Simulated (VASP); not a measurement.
Input of a VASP 6.6.1 run:

The input INCAR:

```
SYSTEM = Pb
PREC = Accurate
ENCUT = 520
EDIFF = 1E-6
ISMEAR = -1
SIGMA = 0.05
LREAL = .FALSE.
LASPH = .TRUE.
NELM = 60
ALGO = Normal
ISIF = 2
LWAVE = .FALSE.
LCHARG = .FALSE.
GGA = PS
NBANDS = 13
```

The input KPOINTS:

```
Automatic mesh
0
G
  9 9 9
  0 0 0
```

Contents of POSCAR:

```
Pb
1.0
    0.0000000000      2.3487588018      2.3487588018
    2.3487588018      0.0000000000      2.3487588018
    2.3487588018      2.3487588018      0.0000000000
Pb
1
Direct
    0.0000000000      0.0000000000      0.0000000000
```

Potentials or basis: VASP PAW PBE potentials, release 64 (Pb_d).

Launch:

```bash
$ cat potpaw_PBE.64/Pb_d/POTCAR > POTCAR
$ mpirun -np 1 vasp_std > vasp.out
```

(1) Predict the band gap on the k mesh.

(2) Estimate the pressure.

## Answers

(1) zero (band 7 reaches 17.69 eV, above the bottom of band 8 at 7.10 eV).

(2) 9.9 GPa.

Caveat: the PAW data sets were made with another functional, which shifts forces and pressure a little; spin-orbit coupling is left out, which moves the levels of the heavy elements.
